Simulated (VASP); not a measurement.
A run of VASP 6.6.1:

File INCAR:

```
SYSTEM = In4P
PREC = Accurate
ENCUT = 600
EDIFF = 1E-7
ISMEAR = 0
SIGMA = 0.1
LREAL = .FALSE.
LASPH = .TRUE.
NELM = 80
ALGO = Normal
ISIF = 3
LWAVE = .FALSE.
LCHARG = .FALSE.
GGA = PE
IBRION = 2
NSW = 100
EDIFFG = -0.01
```

Contents of KPOINTS:

```
Automatic mesh
0
G
  8 8 8
  0 0 0
```

File POSCAR:

```
In4P
1.0
   -3.2664159788      3.2664159788      3.2664159788
    3.2664159788     -3.2664159788      3.2664159788
    3.2664159788      3.2664159788     -3.2664159788
In P
4 1
Direct
    0.0000000000      0.0000000000      0.5000000000
    0.5000000000      0.0000000000      0.0000000000
    0.0000000000      0.5000000000      0.0000000000
    0.5000000000      0.5000000000      0.5000000000
    0.0000000000      0.0000000000      0.0000000000
```

Potentials or basis: VASP PAW PBE potentials, release 64 (In_d, P).

Launch:

```console
$ cat potpaw_PBE.64/In_d/POTCAR potpaw_PBE.64/P/POTCAR > POTCAR
$ mpirun -np 1 vasp_std > vasp.out
```

Hardware: 1 thread of Intel Xeon 6975P-C, on a shared host.

**Question.** Estimate the wall time of this run.

**Answer.** It took 7.6 min on 1 thread of Intel Xeon 6975P-C (shared host), peak memory 0.42 GiB. Counts: scf iterations 34, k points 29, ion steps 3.
